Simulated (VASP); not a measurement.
# Pt in VASP: single point with PBE

Aim: the single point of Pt with PBE.

Everything below comes from runs of VASP 6.6.1. Logs are shortened: lines on timing, memory, paths and dates and some standing lists are left out, and cuts for length are marked.

**1. The cell of the first run**

The cell holds a slab with vacuum, 6 atoms: a = 2.809 Å, b = 3.972 Å, c = 23.021 Å, α = 90.00°, β = 90.00°, γ = 90.00°.

**2. Single point, PBE**

The input, INCAR:

```
SYSTEM = Pt
PREC = Accurate
ENCUT = 520
EDIFF = 1E-6
ISMEAR = -1
SIGMA = 0.1
LREAL = .FALSE.
LASPH = .TRUE.
NELM = 100
ALGO = Normal
ISIF = 2
LWAVE = .FALSE.
LCHARG = .FALSE.
GGA = PE
NBANDS = 39
```

The input, KPOINTS:

```
Automatic mesh
0
G
  14 10 1
  0 0 0
```

The input, POSCAR:

```
Pt
1.0
    2.8085470207      0.0000000000      0.0000000000
    0.0000000000      3.9718852873      0.0000000000
    0.0000000000      0.0000000000     23.0214000000
Pt
6
Direct
    0.2500000000      0.2500000000      0.3525208290
    0.7500000000      0.7500000000      0.4046703940
    0.2500000000      0.2500000000      0.4706394975
    0.7500000000      0.7500000000      0.5293605030
    0.2500000000      0.2500000000      0.5953295994
    0.7500000000      0.7500000000      0.6474791770
```

Potentials or basis: VASP PAW PBE potentials, release 64 (Pt).

Launch:

```console
$ cat potpaw_PBE.64/Pt/POTCAR > POTCAR
$ mpirun -np 1 vasp_std > vasp.out
```

OUTCAR:

```text
SYSTEM = Pt
   PREC = Accurate
   ENCUT = 520
   EDIFF = 1E-6
   ISMEAR = -1
   LREAL = .FALSE.
   LASPH = .TRUE.
   NELM = 100
   ISIF = 2
   GGA = PE

 ion  position               nearest neighbor table
   1  0.250  0.250  0.353-   2 2.71   2 2.71   2 2.71   2 2.71   3 2.72
   2  0.750  0.750  0.405-   1 2.71   1 2.71   1 2.71   1 2.71   3 2.87   3 2.87   3 2.87   3 2.87
                             4 2.87
   3  0.250  0.250  0.471-   1 2.72   4 2.78   4 2.78   4 2.78   4 2.78   2 2.87   2 2.87   2 2.87
                             2 2.87   5 2.87
   4  0.750  0.750  0.529-   6 2.72   3 2.78   3 2.78   3 2.78   3 2.78   5 2.87   5 2.87   5 2.87
                             5 2.87   2 2.87
   5  0.250  0.250  0.595-   6 2.71   6 2.71   6 2.71   6 2.71   4 2.87   4 2.87   4 2.87   4 2.87
                             3 2.87
   6  0.750  0.750  0.647-   5 2.71   5 2.71   5 2.71   5 2.71   4 2.72

  LATTYP: Found a simple orthorhombic cell.
 ALAT       =     2.8085470207
 B/A-ratio  =     1.4142135624
 C/A-ratio  =     8.1969074508

  Lattice vectors:

 A1 = (   2.8085470207,   0.0000000000,   0.0000000000)
 A2 = (   0.0000000000,   3.9718852873,   0.0000000000)
 A3 = (   0.0000000000,   0.0000000000,  23.0214000000)

Analysis of symmetry for initial positions (statically):
=====================================================================
 Subroutine PRICEL returns:
 Original cell was already a primitive cell.

 Routine SETGRP: Setting up the symmetry group for a
 simple orthorhombic supercell.

 Subroutine GETGRP returns: Found  8 space group operations
 (whereof  2 operations were pure point group operations)
 out of a pool of  8 trial point group operations.

The static configuration has the point symmetry S_2 .
 The point group associated with its full space group is D_2h.

Analysis of symmetry for dynamics (positions and initial velocities):
=====================================================================
 Subroutine PRICEL returns:
 Original cell was already a primitive cell.

 Routine SETGRP: Setting up the symmetry group for a
 simple orthorhombic supercell.

 Subroutine GETGRP returns: Found  8 space group operations
 (whereof  2 operations were pure point group operations)
 out of a pool of  8 trial point group operations.

The dynamic configuration has the point symmetry S_2 .
 The point group associated with its full space group is D_2h.

 Subroutine INISYM returns: Found  8 space group operations
 (whereof  2 operations are pure point group operations),
 and found     1 'primitive' translations

----------------------------------------------------------------------------------------

                                     Primitive cell

  volume of cell :     256.8089

  direct lattice vectors                    reciprocal lattice vectors
     2.808547021  0.000000000  0.000000000     0.356055994  0.000000000  0.000000000
     0.000000000  3.971885287  0.000000000     0.000000000  0.251769608  0.000000000
     0.000000000  0.000000000 23.021400000     0.000000000  0.000000000  0.043437845

  length of vectors
     2.808547021  3.971885287 23.021400000     0.356055994  0.251769608  0.043437845

  position of ions in fractional coordinates (direct lattice)
     0.250000000  0.250000000  0.352520829
     0.750000000  0.750000000  0.404670394
     0.250000000  0.250000000  0.470639498
     0.750000000  0.750000000  0.529360503
     0.250000000  0.250000000  0.595329599
     0.750000000  0.750000000  0.647479177

  ion indices of the primitive-cell ions
   primitive index   ion index
                 1           1
                 2           2
                 3           3
                 4           4
                 5           5
                 6           6

----------------------------------------------------------------------------------------

 KPOINTS: Automatic mesh

Automatic generation of k-mesh.
 Grid dimensions read from file:
 generate k-points for:   14   10    1

 Generating k-lattice:

  Cartesian coordinates                     Fractional coordinates (reciprocal lattice)
     0.025432571  0.000000000  0.000000000     0.071428571  0.000000000  0.000000000
     0.000000000  0.025176961  0.000000000     0.000000000  0.100000000  0.000000000
     0.000000000  0.000000000  0.043437845     0.000000000  0.000000000  1.000000000

  Length of vectors
     0.025432571  0.025176961  0.043437845

  Shift w.r.t. Gamma in fractional coordinates (k-lattice)
     0.000000000  0.000000000  0.000000000

 Subroutine IBZKPT returns following result:
 ===========================================

 Found     48 irreducible k-points:

 Following reciprocal coordinates:
            Coordinates               Weight
  0.000000  0.000000  0.000000      1.000000
  0.071429  0.000000  0.000000      2.000000
  0.142857  0.000000  0.000000      2.000000
  0.214286  0.000000  0.000000      2.000000
  0.285714  0.000000  0.000000      2.000000
  0.357143  0.000000  0.000000      2.000000
[... 16 lines left out ...]
  0.428571  0.200000  0.000000      4.000000
  0.500000  0.200000  0.000000      2.000000
 [... further k-points ...]
   k-points           NKPTS =     48   k-points in BZ     NKDIM =     48   number of bands    NBANDS=     39
   number of dos      NEDOS =    301   number of ions     NIONS =      6
   total plane-waves  NPLWV = 129600
   dimension x,y,z NGX =    24 NGY =   30 NGZ =  180
   dimension x,y,z NGXF=    48 NGYF=   60 NGZF=  360
   ions per type =               6
   NGX,Y,Z   is equivalent  to a cutoff of  14.21, 12.56, 13.00 a.u.
   NGXF,Y,Z  is equivalent  to a cutoff of  28.41, 25.11, 26.00 a.u.
 SYSTEM =  Pt
   PREC   = accura    normal or accurate (medium, high low for compatibility)
   ISTART =      0    job   : 0-new  1-cont  2-samecut
   ICHARG =      2    charge: 1-file 2-atom 10-const
   ISPIN  =      1    spin polarized calculation?
   LNONCOLLINEAR =      F non collinear calculations
   LSORBIT =      F    spin-orbit coupling
   LASPH  =      T    aspherical Exc in radial PAW
   ENCUT  =  520.0 eV  38.22 Ry    6.18 a.u.   5.22  7.39 42.80*2*pi/ulx,y,z
   NELM   =    100;   NELMIN=  2; NELMDL= -5     # of ELM steps
   EDIFF  = 0.1E-05   stopping-criterion for ELM
   LREAL  =      F    real-space projection
   EDIFFG = 0.1E-04   stopping-criterion for IOM
   NSW    =      0    number of steps for IOM
   IBRION =     -1    ionic relax: 0-MD 1-quasi-New 2-CG
   NFREE  =      0    steps in history (QN), initial steepest desc. (CG)
   ISIF   =      2    stress and relaxation
   ISYM   =      2    0-nonsym 1-usesym 2-fastsym
   POTIM  = 0.5000    time-step for ionic-motion
   TEBEG  =    0.0;   TEEND  =   0.0 temperature during run
   PSTRESS=    0.0 pullay stress
   NELECT =      60.0000    total number of electrons
   NUPDOWN=      -1.0000    fix difference up-down
   EMIN   =  10.00;   EMAX   =-10.00  energy-range for DOS
   EFERMI =   0.00;   METHOD = LEGACY
   ISMEAR =    -1;   SIGMA  =   0.10  broadening in eV -4-tet -1-fermi 0-gaus
   EFERMI_NEDOS =   21; number of points for ismear=-14 and -15
   IALGO  =     38    algorithm
   IMIX   =      4    mixing-type and parameters
     AMIX     =   0.40;   BMIX     =  1.00
     AMIX_MAG =   1.60;   BMIX_MAG =  1.00
  volume/ion in A,a.u.               =      42.80       288.84
  Fermi-wavevector in a.u.,A,eV,Ry     =   1.008297  1.905405 13.832542  1.016663
  Thomas-Fermi vector in A             =   2.141155
   LORBIT       =      0    0 simple, 1 ext, 2 COOP (PROOUT), +10 PAW based schemes
   GGA     = PE    functional components
[... 5 lines left out ...]
 non-spin polarized calculation
  energy-cutoff  :      520.00
  volume of cell :      256.81
 maximum number of plane-waves:      6970
 NGX is ok and might be reduce to    24
   NGX = 11   NGY = 15   NGZ = 85

 number of electron      60.0000007 magnetization

 Free energy of the ion-electron system (eV)
  ---------------------------------------------------
  ext. energy  EPLUGINS =         0.00000000
  ---------------------------------------------------
  free energy    TOTEN  =       -34.12946322 eV

  energy without entropy =      -33.74497610  energy(sigma->0) =      -33.93721966

 E-fermi :   0.4342     XC(G=0):  -5.6743

 val. band max:        0.4282920195   @ k =   0.0714   0.4000   0.0000
 cond. band min:       0.4369465763   @ k =   0.2857   0.2000   0.0000
 fundamental gap:      0.0086545568
 Fermi energy:         0.4342326577

 k-point     1 :       0.0000    0.0000    0.0000
  band No.  band energies     occupation
      1      -8.7174      2.00000
      2      -7.3305      2.00000
      3      -5.8539      2.00000
      4      -5.6277      2.00000
      5      -5.3139      2.00000
      6      -5.2595      2.00000
[... 31 lines left out ...]
     38       5.6581      0.00000
     39       6.4379      0.00000

 k-point     2 :       0.0714    0.0000    0.0000
  band No.  band energies     occupation
      1      -8.5866      2.00000
      2      -7.2099      2.00000
      3      -5.7356      2.00000
      4      -5.5232      2.00000
      5      -5.1974      2.00000
      6      -5.1933      2.00000
[... 31 lines left out ...]
     38       5.7620      0.00000
     39       6.6512      0.00000

 k-point     3 :       0.1429    0.0000    0.0000
  band No.  band energies     occupation
      1      -8.2073      2.00000
      2      -6.8768      2.00000
      3      -5.4232      2.00000
      4      -5.3127      2.00000
      5      -5.0087      2.00000
      6      -4.8533      2.00000
[... 31 lines left out ...]
     38       6.0677      0.00000
     39       7.1203      0.00000

 k-point     4 :       0.2143    0.0000    0.0000
  band No.  band energies     occupation
      1      -7.6198      2.00000
      2      -6.4288      2.00000
      3      -5.2446      2.00000
      4      -5.0735      2.00000
      5      -4.6587      2.00000
      6      -4.5722      2.00000
[... 31 lines left out ...]
     38       6.7299      0.00000
     39       7.1272      0.00000
[... 754 lines left out ...]
     38       6.5609      0.00000
     39       7.2108      0.00000

 k-point    23 :       0.4286    0.2000    0.0000
  band No.  band energies     occupation
      1      -5.7289      2.00000
      2      -5.5850      2.00000
      3      -5.4498      2.00000
      4      -5.2471      2.00000
      5      -5.1972      2.00000
      6      -5.1369      2.00000
[... 31 lines left out ...]
     38       6.5194      0.00000
     39       7.0670      0.00000

 k-point    24 :       0.5000    0.2000    0.0000
  band No.  band energies     occupation
      1      -5.5733      2.00000
      2      -5.5733      2.00000
      3      -5.4095      2.00000
      4      -5.4095      2.00000
      5      -5.2857      2.00000
      6      -5.2857      2.00000
[... 31 lines left out ...]
     38       6.1920      0.00000
     39       8.4250      0.00000

 [... further k-points ...]
[... 5 lines left out ...]
  --------------------------------------------------------------------------------------
  -------------------------------------------------------------------------------------
  Total       -5.6182873     -1.7250867     -0.2997134      0.0000000      0.0000000      0.0000000
  in kB      -35.0513220    -10.7624561     -1.8698493      0.0000000      0.0000000      0.0000000
  external PRESSURE =     -15.8945424 kB  Pullay stress =       0.0000000 kB

 VOLUME and BASIS-vectors are now :
 -----------------------------------------------------------------------------
  energy-cutoff  :      520.00
  volume of cell :      256.81
      direct lattice vectors                 reciprocal lattice vectors
     2.808547021  0.000000000  0.000000000     0.356055994  0.000000000  0.000000000
     0.000000000  3.971885287  0.000000000     0.000000000  0.251769608  0.000000000
     0.000000000  0.000000000 23.021400000     0.000000000  0.000000000  0.043437845

 POSITION                                       TOTAL-FORCE (eV/Angst)
 -----------------------------------------------------------------------------------
      0.70214      0.99297      8.11552         0.000000      0.000000      0.031393
      2.10641      2.97891      9.31608         0.000000     -0.000000      0.004707
      0.70214      0.99297     10.83478         0.000000     -0.000000     -0.007237
      2.10641      2.97891     12.18662         0.000000     -0.000000      0.007237
      0.70214      0.99297     13.70532        -0.000000     -0.000000     -0.004707
      2.10641      2.97891     14.90588         0.000000     -0.000000     -0.031393
 -----------------------------------------------------------------------------------
    total drift:                                0.000000      0.000000      0.000237

  FREE ENERGIE OF THE ION-ELECTRON SYSTEM (eV)
  ---------------------------------------------------
  free  energy   TOTEN  =       -34.1294632214 eV

  energy  without entropy=      -33.7449760986  energy(sigma->0) =      -33.93721966
```

Wall time 29 min (1 thread of Oxide Virtual Turin-like, shared host); peak memory 0.51 GiB.

What came out:

* Free energy: -34.1295 eV
* Largest force: 0.031 eV/Å
* Band gap on the k mesh: zero (band 30 reaches 0.86 eV, above the bottom of band 31 at 0.22 eV)

Forces in eV/Å, atoms in the order of the input:
```
Pt   0.000  0.000  0.031
Pt   0.000  0.000  0.005
Pt   0.000  0.000 -0.007
Pt   0.000  0.000  0.007
Pt   0.000  0.000 -0.005
Pt   0.000  0.000 -0.031
```

Caveat: spin-orbit coupling is left out, which moves the levels of the heavy elements.
